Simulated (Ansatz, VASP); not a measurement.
P in VASP and in Ansatz

File INCAR:

```
SYSTEM = P
  PREC = Accurate
  ENCUT = 520
  EDIFF = 1E-6
  ISMEAR = -1
  SIGMA = 0.05
  LREAL = .FALSE.
  LASPH = .TRUE.
  NELM = 100
  ALGO = Normal
  ISIF = 2
  LWAVE = .FALSE.
  LCHARG = .FALSE.
  GGA = PE
  NBANDS = 12
```

The input KPOINTS:

```
Automatic mesh
0
G
  15 15 15
  0 0 0
```

File POSCAR:

```
P
1.0
    1.0446323086     -0.6031187446      3.4079196486
    0.0000000000      1.2062374892      3.4079196486
   -1.0446323086     -0.6031187446      3.4079196486
P
2
Direct
    0.2500001350      0.2500001350      0.2500001350
   -0.2500001350     -0.2500001350     -0.2500001350
```

Input for Ansatz:

```yaml
crystal:
  lattice:
    - [1.0446323086, -0.6031187446, 3.4079196486]
    - [0.0, 1.2062374892, 3.4079196486]
    - [-1.0446323086, -0.6031187446, 3.4079196486]
  atoms:
    - { symbol: P, position: [0.250000135, 0.250000135, 0.250000135] }
    - { symbol: P, position: [-0.250000135, -0.250000135, -0.250000135] }
kpoints:
  mp_grid: { grid: [15, 15, 15] }
scf:
  occupations: { method: fermi_dirac, width: 0.05 }
hamiltonian:
  xc: pbe
  pseudopotentials: { kind: paw, partial_waves: polarizable }
output:
  forces: true
  stress: true
  eigenvalues: true
```

Change from the starting cell: volume scaled by 0.4, PAW files, partial_waves polarizable.

Alike in both runs: task single point; functional PBE; k mesh 15 × 15 × 15; occupations fermi-dirac, width 0.05 eV; no spin polarisation.

|  | VASP | Ansatz |
| --- | --- | --- |
| version | VASP 6.6.1 | Ansatz 0.2.0 |
| potentials or method | VASP PAW PBE potentials, release 64 (P) | PAW with Ansatz's default frozen-core files, scalar-relativistic |
| plane-wave cutoff (eV) | 520 | 420 |
| valence electrons in the cell | 10 | 10 |

|  | VASP | Ansatz | Ansatz less VASP |
| --- | --- | --- | --- |
| pressure (GPa) | 360.1 | 366.1 | +6.09 |
| traceless stress, the component that is largest in VASP (GPa) | -0.28 | -0.28 | -0.004 |

Both programs put the cell under a high pressure, so it lies far from rest at this level. Ansatz's warnings: structure snapped to symmetry.

Noted on VASP's run: the cell as given lies far from equilibrium.
